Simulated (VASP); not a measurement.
# MgO in VASP: a series of runs, part 2 of 2

VASP 6.6.1. The steps go on from the part before.

## 3. Single point, PBE (atom 1 (Mg) moved by [0.12, 0.0, 0.0] A)

INCAR reads:

```
PREC     = Accurate       # precision mode
ENCUT    = 520            # plane-wave cutoff, eV
EDIFF    = 1E-6           # SCF threshold, eV
ISMEAR   = -1             # smearing method
SIGMA    = 0.01           # smearing width, eV
LREAL    = F              # projectors in reciprocal space
LASPH    = T              # aspherical terms in the spheres
NELM     = 80             # most SCF steps
ALGO     = Normal         # electronic algorithm
ISIF     = 2              # what is computed and relaxed
LWAVE    = F              # write WAVECAR
LCHARG   = F              # write CHGCAR
GGA      = PE             # functional
NBANDS   = 11             # bands
```

KPOINTS reads:

```
regular mesh
0
Gamma
  11 11 11
```

POSCAR reads:

```
MgO
1.0
    0.0000000000      2.1351500000      2.1351500000
    2.1351500000      0.0000000000      2.1351500000
    2.1351500000      2.1351500000      0.0000000000
Mg O
1 1
Direct
   -0.0281010702      0.0281010702      0.0281010702
    0.5000000000      0.5000000000      0.5000000000
```

Potentials or basis: VASP PAW PBE potentials, release 64 (Mg, O).

Started as:

```
> cat potpaw_PBE.64/Mg/POTCAR potpaw_PBE.64/O/POTCAR > POTCAR
> mpirun -np 1 vasp_std > vasp.out
```

OUTCAR:

```text
PREC = Accurate
   ENCUT = 520
   EDIFF = 1E-6
   ISMEAR = -1
   LREAL = F
   LASPH = T
   NELM = 80
   ISIF = 2
   GGA = PE

 ion  position               nearest neighbor table
   1  0.972  0.028  0.028-   2 2.02   2 2.14   2 2.14   2 2.14   2 2.14   2 2.26
   2  0.500  0.500  0.500-   1 2.02   1 2.14   1 2.14   1 2.14   1 2.14   1 2.26

  LATTYP: Found a face centered cubic cell.
 ALAT       =     4.2703000000

  Lattice vectors:

 A1 = (   0.0000000000,   2.1351500000,   2.1351500000)
 A2 = (   2.1351500000,   0.0000000000,   2.1351500000)
 A3 = (   2.1351500000,   2.1351500000,   0.0000000000)

Analysis of symmetry for initial positions (statically):
=====================================================================
 Subroutine PRICEL returns:
 Original cell was already a primitive cell.

 Routine SETGRP: Setting up the symmetry group for a
 face centered cubic supercell.

 Subroutine GETGRP returns: Found  8 space group operations
 (whereof  8 operations were pure point group operations)
 out of a pool of 48 trial point group operations.

The static configuration has the point symmetry C_4v.

Analysis of symmetry for dynamics (positions and initial velocities):
=====================================================================
 Subroutine PRICEL returns:
 Original cell was already a primitive cell.

 Routine SETGRP: Setting up the symmetry group for a
 face centered cubic supercell.

 Subroutine GETGRP returns: Found  8 space group operations
 (whereof  8 operations were pure point group operations)
 out of a pool of 48 trial point group operations.

The dynamic configuration has the point symmetry C_4v.

 Subroutine INISYM returns: Found  8 space group operations
 (whereof  8 operations are pure point group operations),
 and found     1 'primitive' translations

----------------------------------------------------------------------------------------

                                     Primitive cell
[... 112 lines left out ...]
  volume/ion in A,a.u.               =       9.73        65.69
  Fermi-wavevector in a.u.,A,eV,Ry     =   1.217119  2.300022 20.155386  1.481379
  Thomas-Fermi vector in A             =   2.352450
   LORBIT       =      0    0 simple, 1 ext, 2 COOP (PROOUT), +10 PAW based schemes
   GGA     = PE    functional components
   LHFCALC =     F    Hartree Fock is set to
   AEXX    =    0.0000 exact exchange contribution
   IVDW    =     0    specifies the selected vdW correction
   LEPSILON=     F    determine dielectric tensor
   LRPA    =     F    only Hartree local field effects (RPA)
 non-spin polarized calculation
  energy-cutoff  :      520.00
  volume of cell :       19.47
 maximum number of plane-waves:       534
   NGX = 11   NGY = 11   NGZ = 11

 number of electron       8.0000002 magnetization

 Free energy of the ion-electron system (eV)
  ---------------------------------------------------
  ext. energy  EPLUGINS =         0.00000000
  ---------------------------------------------------
  free energy    TOTEN  =       -11.87546048 eV

  energy without entropy =      -11.87546048  energy(sigma->0) =      -11.87546048

 E-fermi :   3.1641     XC(G=0): -10.8799

 val. band max:        2.8726310151   @ k =   0.0000   0.0000   0.0000
 cond. band min:       7.2057860401   @ k =   0.0000   0.0000   0.0000
 fundamental gap:      4.3331550250
 Fermi energy:         3.1640614408

 k-point     1 :       0.0000    0.0000    0.0000
  band No.  band energies     occupation
      1     -14.1802      2.00000
      2       2.8528      2.00000
      3       2.8726      2.00000
      4       2.8726      2.00000
      5       7.2058      0.00000
      6      18.4738      0.00000
      7      18.5019      0.00000
      8      18.5019      0.00000
      9      22.2282      0.00000
     10      23.9962      0.00000
     11      24.0255      0.00000
[... 309 lines left out ...]
 k-point    24 :       0.0000   -0.1818    0.0909
  band No.  band energies     occupation
      1     -13.7136      2.00000
      2       0.6931      2.00000
      3       2.3493      2.00000
      4       2.6615      2.00000
      5       9.4975      0.00000
      6      15.3012      0.00000
      7      18.7145      0.00000
      8      19.5401      0.00000
      9      21.3567      0.00000
     10      23.2993      0.00000
     11      25.5318      0.00000

 [... further k-points ...]
[... 5 lines left out ...]
  --------------------------------------------------------------------------------------
  -------------------------------------------------------------------------------------
  Total        0.2183160     -0.3282166     -0.3282166     -0.0000000     -0.0000000      0.0000000
  in kB       17.9672223    -27.0119516    -27.0119516     -0.0000000     -0.0000000      0.0000000
  external PRESSURE =     -12.0188937 kB  Pullay stress =       0.0000000 kB

 VOLUME and BASIS-vectors are now :
 -----------------------------------------------------------------------------
  energy-cutoff  :      520.00
  volume of cell :       19.47
      direct lattice vectors                 reciprocal lattice vectors
     0.000000000  2.135150000  2.135150000    -0.234175585  0.234175585  0.234175585
     2.135150000  0.000000000  2.135150000     0.234175585 -0.234175585  0.234175585
     2.135150000  2.135150000  0.000000000     0.234175585  0.234175585 -0.234175585

 POSITION                                       TOTAL-FORCE (eV/Angst)
 -----------------------------------------------------------------------------------
      0.12000      2.13515      2.13515        -0.601727      0.000000      0.000000
      2.13515      2.13515      2.13515         0.601727      0.000000      0.000000
 -----------------------------------------------------------------------------------
    total drift:                                0.000645      0.000000      0.000000

  FREE ENERGIE OF THE ION-ELECTRON SYSTEM (eV)
  ---------------------------------------------------
  free  energy   TOTEN  =       -11.8754604785 eV

  energy  without entropy=      -11.8754604785  energy(sigma->0) =      -11.87546048
```

stdout:

```text
POSCAR found type information on POSCAR MgO
 POSCAR found :  2 types and       2 ions
 scaLAPACK will be used
 LDA part: xc-table for (Slater+PW92), standard interpolation
 POSCAR, INCAR and KPOINTS ok, starting setup
 FFT: planning ... GRIDC
 FFT: planning ... GRID_SOFT
 FFT: planning ... GRID
 WAVECAR not read
 entering main loop
```

Run time: 19 s. Hardware: 1 thread of Intel Xeon Platinum 8488C (Sapphire Rapids), shared host; peak memory 0.16 GiB.

Results:

| Property | Result |
| --- | --- |
| Free energy | -11.8755 eV |
| Pressure | -1.2 GPa |
| Largest force | 0.602 eV/Å |
| Band gap on the k mesh | 4.33 eV, direct |

Forces in eV/Å, atoms in the order of the input:
```
Mg  -0.602  0.000  0.000
O    0.602  0.000  0.000
```

Caveat: the cell differs from its parent crystal (atom 1 (Mg) moved by [0.12, 0.0, 0.0] A).
